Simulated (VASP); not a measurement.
Runs of VASP 6.6.1 on ZnSe (Stilleite). The structure is that of space group F-43m (No. 216), or close to it. The cells are those of the table. 

```tsv
task	level	potentials or basis	spin	cell	k mesh	cutoff (eV)	smearing	gap on the mesh (eV)	pressure (GPa)	relaxed volume (Å³/atom)
dielectric tensor	PBE	VASP PAW PBE potentials, release 64 (Zn, Se)	off	a = 4.006 Å, angles 60.0°, 2 atoms	6 × 6 × 6	520	gaussian 0.01 eV	1.29	-	-
relaxation of cell and atoms	r2SCAN	VASP PAW PBE potentials, release 64 (Zn, Se)	off	relaxed from a = 4.053 Å, angles 60.0°, 2 atoms	8 × 8 × 8	600	fermi-dirac 0.02 eV	1.87	0.0	22.75
single point	PBEsol	VASP PAW PBE potentials, release 64 (Zn, Se)	off	a = 3.984 Å, angles 60.0°, 2 atoms	8 × 8 × 8	520	fermi-dirac 0.02 eV	(c)	0.3	-
relaxation of cell and atoms	LDA	VASP PAW LDA potentials, release 64 (Zn, Se)	off	relaxed from a = 4.053 Å, angles 60.0°, 2 atoms	8 × 8 × 8	600	fermi-dirac 0.02 eV	1.27	0.0	21.66
single point	r2SCAN	VASP PAW PBE potentials, release 64 (Zn, Se)	off	a = 4.006 Å, angles 60.0°, 2 atoms	8 × 8 × 8	520	fermi-dirac 0.02 eV	1.87	0.1	-
single point	PBE	VASP PAW PBE potentials, release 64 (Zn, Se)	non-collinear, zero start, SOC	a = 4.006 Å, angles 60.0°, 2 atoms	8 × 8 × 8	520	fermi-dirac 0.02 eV	-	2.5	-
single point	PBE	VASP PAW PBE potentials, release 64 (Zn, Se)	off	a = 4.053 Å, angles 60.0°, 2 atoms	8 × 8 × 8	520	fermi-dirac 0.02 eV	1.16	0.2	-
relaxation of cell and atoms	PBEsol	VASP PAW PBE potentials, release 64 (Zn, Se)	off	relaxed from a = 4.053 Å, angles 60.0°, 2 atoms	8 × 8 × 8	600	fermi-dirac 0.02 eV	1.23	0.0	22.43
single point	LDA	VASP PAW LDA potentials, release 64 (Zn, Se)	off	a = 4.006 Å, angles 60.0°, 2 atoms	8 × 8 × 8	520	gaussian 0.01 eV	1.07	(a)	-
dielectric tensor	r2SCAN	VASP PAW PBE potentials, release 64 (Zn, Se)	off	a = 4.006 Å, angles 60.0°, 2 atoms	6 × 6 × 6	520	gaussian 0.01 eV	1.87	-	-
single point	PBE	VASP PAW PBE potentials, release 64 (Zn, Se)	off	a = 4.006 Å, angles 60.0°, 2 atoms	4 × 4 × 4	520	gaussian 0.01 eV	1.28	2.8	-
relaxation of cell and atoms	PBE	VASP PAW PBE potentials, release 64 (Zn, Se)	off	relaxed from a = 4.008 Å, angles 60.0°, 2 atoms	8 × 8 × 8	600	fermi-dirac 0.02 eV	(b)	0.0	23.65
```

Problem. Fill in the values left out.

Solution. (a) -3.0; (b) 1.14; (c) 1.24.

Caveats: some runs use coarse meshes; the PAW data sets were made with another functional, which shifts forces and pressure a little (some runs).

A k mesh can miss the band edges, and rows without SOC leave out spin-orbit coupling on Se.
